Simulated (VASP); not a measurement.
# Ag in VASP: further runs, part 2 of 2

VASP 6.6.1. The steps go on from the part before.

### 3 Electric field gradients, PBE (z stretched by -1.5 % at fixed volume)

Input file INCAR:

```
  PREC = Accurate
  ENCUT = 520
  EDIFF = 1E-8
  ISMEAR = -1
  SIGMA = 0.05
  LREAL = False
  LASPH = True
  NELM = 80
  ALGO = Normal
  ISIF = 2
  LWAVE = False
  LCHARG = False
  GGA = PE
  LEFG = True
  NBANDS = 12
```

Input file KPOINTS:

```
Automatic mesh
0
Gamma
  15 15 15
```

Input file POSCAR:

```
Ag
1.0
    0.0000000000      2.0585978200      2.0124535000
    2.0585978200      0.0000000000      2.0124535000
    2.0585978200      2.0585978200      0.0000000000
Ag
1
Direct
    0.0000000000      0.0000000000      0.0000000000
```

Potentials or basis: VASP PAW PBE potentials, release 64 (Ag).

Run with:

```sh
$ cat potpaw_PBE.64/Ag/POTCAR > POTCAR
$ mpirun -np 1 vasp_std > vasp.out
```

OUTCAR:

```text
PREC = Accurate
   ENCUT = 520
   EDIFF = 1E-8
   ISMEAR = -1
   LREAL = False
   LASPH = True
   NELM = 80
   ISIF = 2
   GGA = PE

 ion  position               nearest neighbor table
   1  0.000  0.000  0.000-

  LATTYP: Found a body centered tetragonal cell.
 ALAT       =     2.9112969565
 C/A-ratio  =     1.3825133815

  Lattice vectors:

 A1 = (   0.0000000000,  -2.0585978200,  -2.0124535000)
 A2 = (   0.0000000000,   2.0585978200,  -2.0124535000)
 A3 = (   2.0585978200,   0.0000000000,   2.0124535000)

Analysis of symmetry for initial positions (statically):
=====================================================================
 Subroutine PRICEL returns:
 Original cell was already a primitive cell.

 Routine SETGRP: Setting up the symmetry group for a
 body centered tetragonal supercell.

 Subroutine GETGRP returns: Found 16 space group operations
 (whereof 16 operations were pure point group operations)
 out of a pool of 16 trial point group operations.

The static configuration has the point symmetry D_4h.

Analysis of symmetry for dynamics (positions and initial velocities):
=====================================================================
 Subroutine PRICEL returns:
 Original cell was already a primitive cell.

 Routine SETGRP: Setting up the symmetry group for a
 body centered tetragonal supercell.

 Subroutine GETGRP returns: Found 16 space group operations
 (whereof 16 operations were pure point group operations)
 out of a pool of 16 trial point group operations.

The dynamic configuration has the point symmetry D_4h.

 Subroutine INISYM returns: Found 16 space group operations
 (whereof 16 operations are pure point group operations),
 and found     1 'primitive' translations

----------------------------------------------------------------------------------------

                                     Primitive cell

  volume of cell :      17.0569

  direct lattice vectors                    reciprocal lattice vectors
     0.000000000  2.058597820  2.012453500    -0.242883770  0.242883770  0.248452946
     2.058597820  0.000000000  2.012453500     0.242883770 -0.242883770  0.248452946
     2.058597820  2.058597820  0.000000000     0.242883770  0.242883770 -0.248452946

  length of vectors
     2.878852909  2.878852909  2.911296957     0.423926784  0.423926784  0.423926784

  position of ions in fractional coordinates (direct lattice)
     0.000000000  0.000000000  0.000000000

  ion indices of the primitive-cell ions
   primitive index   ion index
                 1           1

----------------------------------------------------------------------------------------

 KPOINTS: Automatic mesh

Automatic generation of k-mesh.
 Grid dimensions read from file:
 generate k-points for:   15   15   15

 Generating k-lattice:
[... 66 lines left out ...]
   IBRION =     -1    ionic relax: 0-MD 1-quasi-New 2-CG
   NFREE  =      0    steps in history (QN), initial steepest desc. (CG)
   ISIF   =      2    stress and relaxation
   ISYM   =      2    0-nonsym 1-usesym 2-fastsym
   POTIM  = 0.5000    time-step for ionic-motion
   TEBEG  =    0.0;   TEEND  =   0.0 temperature during run
   PSTRESS=    0.0 pullay stress
   NELECT =      11.0000    total number of electrons
   NUPDOWN=      -1.0000    fix difference up-down
   EMIN   =  10.00;   EMAX   =-10.00  energy-range for DOS
   EFERMI =   0.00;   METHOD = LEGACY
   ISMEAR =    -1;   SIGMA  =   0.05  broadening in eV -4-tet -1-fermi 0-gaus
   EFERMI_NEDOS =   21; number of points for ismear=-14 and -15
   IALGO  =     38    algorithm
   IMIX   =      4    mixing-type and parameters
     AMIX     =   0.40;   BMIX     =  1.00
     AMIX_MAG =   1.60;   BMIX_MAG =  1.00
  volume/ion in A,a.u.               =      17.06       115.11
  Fermi-wavevector in a.u.,A,eV,Ry     =   1.414402  2.672832 27.218893  2.000532
  Thomas-Fermi vector in A             =   2.535948
   LORBIT       =      0    0 simple, 1 ext, 2 COOP (PROOUT), +10 PAW based schemes
   GGA     = PE    functional components
   LHFCALC =     F    Hartree Fock is set to
   AEXX    =    0.0000 exact exchange contribution
   IVDW    =     0    specifies the selected vdW correction
   LEPSILON=     F    determine dielectric tensor
   LRPA    =     F    only Hartree local field effects (RPA)
 non-spin polarized calculation
  energy-cutoff  :      520.00
  volume of cell :       17.06
 maximum number of plane-waves:       479
 NGX is ok and might be reduce to    24
   NGX = 11   NGY = 11   NGZ = 11

 number of electron      10.9999999 magnetization

 Free energy of the ion-electron system (eV)
  ---------------------------------------------------
  ext. energy  EPLUGINS =         0.00000000
  ---------------------------------------------------
  free energy    TOTEN  =        -2.70497766 eV

  energy without entropy =       -2.70200236  energy(sigma->0) =       -2.70349001

 E-fermi :   8.5655     XC(G=0): -12.2083

 val. band max:        8.5451335101   @ k =  -0.4000   0.1333   0.0000
 cond. band min:       8.5705853446   @ k =   0.4667  -0.0000   0.2667
 fundamental gap:      0.0254518345
 Fermi energy:         8.5654985461

 k-point     1 :       0.0000    0.0000    0.0000
  band No.  band energies     occupation
      1       0.6597      2.00000
      2       3.5700      2.00000
      3       3.5700      2.00000
      4       3.7109      2.00000
      5       4.5750      2.00000
      6       4.7185      2.00000
      7      24.4565      0.00000
      8      27.9246      0.00000
      9      27.9246      0.00000
     10      28.2295      0.00000
     11      32.8306      0.00000
     12      33.7928      0.00000
[... 331 lines left out ...]
 k-point    24 :       0.2000    0.1333    0.0000
  band No.  band energies     occupation
      1       1.8228      2.00000
      2       3.2851      2.00000
      3       3.9607      2.00000
      4       3.9621      2.00000
      5       4.4536      2.00000
      6       4.7872      2.00000
      7      23.4492      0.00000
      8      25.0354      0.00000
      9      25.4231      0.00000
     10      27.0270      0.00000
     11      31.0773      0.00000
     12      33.6189      0.00000

 [... further k-points ...]
[... 5 lines left out ...]
  --------------------------------------------------------------------------------------
  -------------------------------------------------------------------------------------
  Total        0.4664058      0.4664058      0.4796755      0.0000000      0.0000000      0.0000000
  in kB       43.8102405     43.8102405     45.0566911      0.0000000      0.0000000      0.0000000
  external PRESSURE =      44.2257241 kB  Pullay stress =       0.0000000 kB

 VOLUME and BASIS-vectors are now :
 -----------------------------------------------------------------------------
  energy-cutoff  :      520.00
  volume of cell :       17.06
      direct lattice vectors                 reciprocal lattice vectors
     0.000000000  2.058597820  2.012453500    -0.242883770  0.242883770  0.248452946
     2.058597820  0.000000000  2.012453500     0.242883770 -0.242883770  0.248452946
     2.058597820  2.058597820  0.000000000     0.242883770  0.242883770 -0.248452946

 POSITION                                       TOTAL-FORCE (eV/Angst)
 -----------------------------------------------------------------------------------
      0.00000      0.00000      0.00000        -0.000000      0.000000      0.000000
 -----------------------------------------------------------------------------------
    total drift:                               -0.000000      0.000000      0.000000

  FREE ENERGIE OF THE ION-ELECTRON SYSTEM (eV)
  ---------------------------------------------------
  free  energy   TOTEN  =        -2.7049776609 eV

  energy  without entropy=       -2.7020023610  energy(sigma->0) =       -2.70349001

 Electric field gradients (V/A^2)
---------------------------------------------------------------------
 ion       V_xx      V_yy      V_zz      V_xy      V_xz      V_yz
---------------------------------------------------------------------
   1      -0.700    -0.700     1.399     0.000     0.001     0.001
---------------------------------------------------------------------

 Electric field gradients after diagonalization (V/A^2)
 (convention: |V_zz| > |V_xx| > |V_yy|)
----------------------------------------------------------------------
 ion       V_xx      V_yy      V_zz     asymmetry (V_yy - V_xx)/ V_zz
----------------------------------------------------------------------
   1      -0.700    -0.700     1.399       0.000
----------------------------------------------------------------------

           NMR quadrupolar parameters

 Cq : quadrupolar parameter    Cq=e*Q*V_zz/h
 eta: asymmetry parameters     (V_yy - V_xx)/ V_zz
 Q  : nuclear electric quadrupole moment in mb (millibarn)
----------------------------------------------------------------------
 ion       Cq(MHz)       eta       Q (mb)
----------------------------------------------------------------------
   1       0.003       0.000       1.000
----------------------------------------------------------------------
```

OSZICAR:

```text
N       E                     dE             d eps       ncg     rms          rms(c)
DAV:   1     0.518291497653E+02    0.51829E+02   -0.55314E+03  6968   0.831E+02
DAV:   2    -0.214873328026E+01   -0.53978E+02   -0.51058E+02  8068   0.193E+02
DAV:   3    -0.296041856895E+01   -0.81169E+00   -0.81126E+00  8244   0.251E+01
DAV:   4    -0.296288938149E+01   -0.24708E-02   -0.24707E-02  8004   0.144E+00
DAV:   5    -0.296290901128E+01   -0.19630E-04   -0.19629E-04  8212   0.115E-01    0.523E+00
DAV:   6    -0.271624858707E+01    0.24666E+00   -0.96271E-01  7432   0.880E+00    0.338E+00
DAV:   7    -0.270792490636E+01    0.83237E-02   -0.10155E-02  8100   0.952E-01    0.190E+00
DAV:   8    -0.270496625813E+01    0.29586E-02   -0.70265E-04  7760   0.195E-01    0.921E-02
DAV:   9    -0.270497276491E+01   -0.65068E-05   -0.91239E-06  8132   0.232E-02    0.260E-02
DAV:  10    -0.270497818300E+01   -0.54181E-05   -0.41555E-06  7860   0.191E-02    0.571E-03
DAV:  11    -0.270497771880E+01    0.46420E-06   -0.99180E-08  8172   0.260E-03    0.721E-04
DAV:  12    -0.270497766229E+01    0.56508E-07   -0.37293E-09  5304   0.539E-04    0.526E-05
DAV:  13    -0.270497766086E+01    0.14359E-08   -0.10677E-10  4264   0.102E-04
   1 F= -.27049777E+01 E0= -.27034900E+01  d E =-.297530E-02
```

stdout:

```text
POSCAR found type information on POSCAR Ag
 POSCAR found :  1 types and       1 ions
 scaLAPACK will be used
 LDA part: xc-table for (Slater+PW92), standard interpolation
 POSCAR, INCAR and KPOINTS ok, starting setup
 FFT: planning ... GRIDC
 FFT: planning ... GRID_SOFT
 FFT: planning ... GRID
 WAVECAR not read
 entering main loop
ion   1
```

It used 150 s of CPU time on 1 thread of AMD EPYC 7R13 Processor (Zen 3), with other jobs on the host.

Results:

```
Free energy : -2.7050 eV
Pressure    : 4.4 GPa
```

Levels at points of the mesh, in eV from the Fermi level:
```tsv
k point	band 3	band 4	band 5	band 6	band 7	band 8	band 9	band 10
(0.00, 0.00, 0.00)	-5.00	-4.85	-3.99	-3.85	15.89	19.36	19.36	19.66
```

Electric field gradients, principal values (V/Å²):
| atom | least | middle | greatest (by size) |
| --- | --- | --- | --- |
| 1 Ag | -0.700 | -0.700 | 1.399 |

Caveat: without QUAD_EFG the Cq values of the log hold for a quadrupole moment of 1 mb, not for the nuclei.

### 4 Electric field gradients, PBE (equal xy, yz and zx shear strains of -1.5 %)

Input file INCAR:

```
  PREC = Accurate
  ENCUT = 520
  EDIFF = 1E-8
  ISMEAR = -1
  SIGMA = 0.05
  LREAL = F
  LASPH = T
  NELM = 60
  ALGO = Normal
  ISIF = 2
  LWAVE = F
  LCHARG = F
  GGA = PE
  LEFG = T
  NBANDS = 12
```

KPOINTS is that of step 3.

Input file POSCAR:

```
Ag
1.0
   -0.0306465000      2.0277767500      2.0277767500
    2.0277767500     -0.0306465000      2.0277767500
    2.0277767500      2.0277767500     -0.0306465000
Ag
1
Direct
    0.0000000000      0.0000000000      0.0000000000
```

Potentials or basis: VASP PAW PBE potentials, release 64 (Ag).

Run with:

```sh
$ cat potpaw_PBE.64/Ag/POTCAR > POTCAR
$ mpirun -np 1 vasp_std > vasp.out
```

OUTCAR:

```text
PREC = Accurate
   ENCUT = 520
   EDIFF = 1E-8
   ISMEAR = -1
   LREAL = F
   LASPH = T
   NELM = 60
   ISIF = 2
   GGA = PE

 ion  position               nearest neighbor table
   1  0.000  0.000  0.000-

  LATTYP: Found a trigonal (rhomboedric) cell.
 ALAT       =     2.8678731324
 COS(alpha) =     0.4848312789

  Lattice vectors:

 A1 = (  -0.0306465000,   2.0277767500,   2.0277767500)
 A2 = (   2.0277767500,  -0.0306465000,   2.0277767500)
 A3 = (   2.0277767500,   2.0277767500,  -0.0306465000)

Analysis of symmetry for initial positions (statically):
=====================================================================
 Subroutine PRICEL returns:
 Original cell was already a primitive cell.

[... 543 lines left out ...]
  in kB       45.0239438     45.0239438     45.0239438      4.5279414      4.5279414      4.5279414
  external PRESSURE =      45.0239438 kB  Pullay stress =       0.0000000 kB

 VOLUME and BASIS-vectors are now :
 -----------------------------------------------------------------------------
  energy-cutoff  :      520.00
  volume of cell :       17.05
      direct lattice vectors                 reciprocal lattice vectors
    -0.030646500  2.027776750  2.027776750    -0.241054843  0.244753894  0.244753894
     2.027776750 -0.030646500  2.027776750     0.244753894 -0.241054843  0.244753894
     2.027776750  2.027776750 -0.030646500     0.244753894  0.244753894 -0.241054843

 POSITION                                       TOTAL-FORCE (eV/Angst)
 -----------------------------------------------------------------------------------
      0.00000      0.00000      0.00000         0.000000      0.000000     -0.000000
 -----------------------------------------------------------------------------------
    total drift:                               -0.000000     -0.000000      0.000000

  FREE ENERGIE OF THE ION-ELECTRON SYSTEM (eV)
  ---------------------------------------------------
  free  energy   TOTEN  =        -2.7039266900 eV

  energy  without entropy=       -2.7009029270  energy(sigma->0) =       -2.70241481

 Electric field gradients (V/A^2)
---------------------------------------------------------------------
 ion       V_xx      V_yy      V_zz      V_xy      V_xz      V_yz
---------------------------------------------------------------------
   1       0.000    -0.000    -0.000    -0.299    -0.299    -0.299
---------------------------------------------------------------------

 Electric field gradients after diagonalization (V/A^2)
 (convention: |V_zz| > |V_xx| > |V_yy|)
----------------------------------------------------------------------
 ion       V_xx      V_yy      V_zz     asymmetry (V_yy - V_xx)/ V_zz
----------------------------------------------------------------------
   1       0.299     0.299    -0.598       0.000
----------------------------------------------------------------------

           NMR quadrupolar parameters

 Cq : quadrupolar parameter    Cq=e*Q*V_zz/h
 eta: asymmetry parameters     (V_yy - V_xx)/ V_zz
 Q  : nuclear electric quadrupole moment in mb (millibarn)
----------------------------------------------------------------------
 ion       Cq(MHz)       eta       Q (mb)
----------------------------------------------------------------------
   1      -0.001       0.000       1.000
----------------------------------------------------------------------
```

OSZICAR:

```text
N       E                     dE             d eps       ncg     rms          rms(c)
DAV:   1     0.525548926919E+02    0.52555E+02   -0.55485E+03  8296   0.830E+02
DAV:   2    -0.214182278729E+01   -0.54697E+02   -0.51746E+02  9612   0.195E+02
DAV:   3    -0.295946803142E+01   -0.81765E+00   -0.81724E+00  9700   0.251E+01
DAV:   4    -0.296204300158E+01   -0.25750E-02   -0.25749E-02  9588   0.147E+00
DAV:   5    -0.296206384366E+01   -0.20842E-04   -0.20841E-04  9788   0.119E-01    0.523E+00
DAV:   6    -0.271519123386E+01    0.24687E+00   -0.96360E-01  9044   0.880E+00    0.338E+00
DAV:   7    -0.270688280365E+01    0.83084E-02   -0.10204E-02  9592   0.952E-01    0.191E+00
DAV:   8    -0.270391491382E+01    0.29679E-02   -0.70048E-04  9388   0.196E-01    0.931E-02
DAV:   9    -0.270392168591E+01   -0.67721E-05   -0.84246E-06  9600   0.221E-02    0.258E-02
DAV:  10    -0.270392720258E+01   -0.55167E-05   -0.40209E-06  9540   0.188E-02    0.605E-03
DAV:  11    -0.270392673782E+01    0.46475E-06   -0.92872E-08  9704   0.249E-03    0.697E-04
DAV:  12    -0.270392669065E+01    0.47173E-07   -0.37606E-09  6428   0.550E-04    0.537E-05
DAV:  13    -0.270392668996E+01    0.69281E-09   -0.11178E-10  5056   0.104E-04
   1 F= -.27039267E+01 E0= -.27024148E+01  d E =-.302376E-02
```

It used 120 s of CPU time on 1 thread of AMD EPYC 7R13 Processor (Zen 3), with other jobs on the host.

Results:

| Property | Result |
| --- | --- |
| Free energy | -2.7039 eV |
| Pressure | 4.5 GPa |

Electric field gradients, principal values (V/Å²):
| atom | least | middle | greatest (by size) |
| --- | --- | --- | --- |
| 1 Ag | 0.299 | 0.299 | -0.598 |

Caveat: the cell differs from its parent crystal (equal xy, yz and zx shear strains of -1.5 %); without QUAD_EFG the Cq values of the log hold for a quadrupole moment of 1 mb, not for the nuclei.

### 5 Overview

```csv
cell,cutoff (eV),gap on the mesh (eV),pressure (GPa)
"a = 2.933, b = 2.933, c = 2.976 Å, angles 59.5, 59.5, 61.0°, 1 atom",400,none,-1.7
"a = 2.879, b = 2.879, c = 2.911 Å, angles 59.6, 59.6, 60.7°, 1 atom",520,none,4.4
"a = 2.868 Å, angles 61.0°, 1 atom",520,none,4.5
```

Alike in all rows: task electric field gradients; level PBE; potentials or basis VASP PAW PBE potentials, release 64 (Ag); no spin polarisation; k mesh 15 × 15 × 15; smearing fermi-dirac 0.05 eV.

Absolute energies hang on the potentials; compare differences alone.
